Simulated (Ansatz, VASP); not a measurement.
This is a calculation of Au for VASP 6.6.1.

The input POSCAR:

```
Au
1.0
    0.0000000000      2.0617793868      2.0617793868
    2.0617793868      0.0000000000      2.0617793868
    2.0617793868      2.0617793868      0.0000000000
Au
1
Direct
    0.0000000000      0.0000000000      0.0000000000
```

INCAR.step1

```
PREC = Accurate ; ENCUT = 520
ISMEAR = -1 ; SIGMA = 0.05
LREAL = False ; LASPH = True
NELM = 60 ; NBANDS = 12
GGA = PE ; ALGO = Normal
EDIFF = 1E-4 ; LWAVE = True
LCHARG = False
```

INCAR.step2

```
PREC = Accurate ; ENCUT = 520
EDIFF = 1E-7 ; ISMEAR = -1
SIGMA = 0.05 ; LREAL = False
LASPH = True ; NELM = 60
ALGO = Normal ; ISIF = 2
LWAVE = False ; LCHARG = False
METAGGA = R2SCAN ; LMIXTAU = True
NBANDS = 12 ; ISTART = 1
```

Contents of KPOINTS:

```
regular mesh
0
Gamma
  11 11 11
```

Potentials or basis: VASP PAW PBE potentials, release 64 (Au).

Command:

```bash
$ cat potpaw_PBE.64/Au/POTCAR > POTCAR
$ cp INCAR.step1 INCAR
$ mpirun -np 1 vasp_std > vasp.out
$ cp INCAR.step2 INCAR
$ mpirun -np 1 vasp_std > vasp.out
```

**Question.** Set up the same calculation for Ansatz 0.2.0. Potentials there: Ansatz PAW.

**Answer.** As run (the cutoff follows the program's own potentials):

The input input.yaml:

```yaml
crystal:
  lattice:
    - [0.0, 2.0617793868, 2.0617793868]
    - [2.0617793868, 0.0, 2.0617793868]
    - [2.0617793868, 2.0617793868, 0.0]
  atoms:
    - { symbol: Au, position: [0.0, 0.0, 0.0] }
hamiltonian:
  xc: r2scan
  pseudopotentials: { kind: paw }
kpoints:
  mp_grid: { grid: [11, 11, 11] }
scf:
  occupations: { method: fermi_dirac, width: 0.05 }
output:
  forces: true
  stress: true
  eigenvalues: true
```

Potentials or basis: Ansatz PAW.

The run is started by

```bash
$ ansatz run input.yaml --threads 2 --pin off --max-ram 5632MiB --backend cpu --events-out ev --progress --plain --runs-dir out
```

Both were run:

|  | VASP | Ansatz | Ansatz less VASP |
| --- | --- | --- | --- |
| gap on the k mesh at the Fermi level (eV) | none | none | - |
| pressure (GPa) | 0.2 | 0.0 | -0.26 |

VASP's potentials were made for PBE, not for r2SCAN. A gap of «none» marks a metal or a gap that the smearing closes. VASP's potentials hold 11 valence electrons a cell and Ansatz's 19, so a difference there can come from the potentials and not from the codes.

Spin-orbit coupling is off throughout.
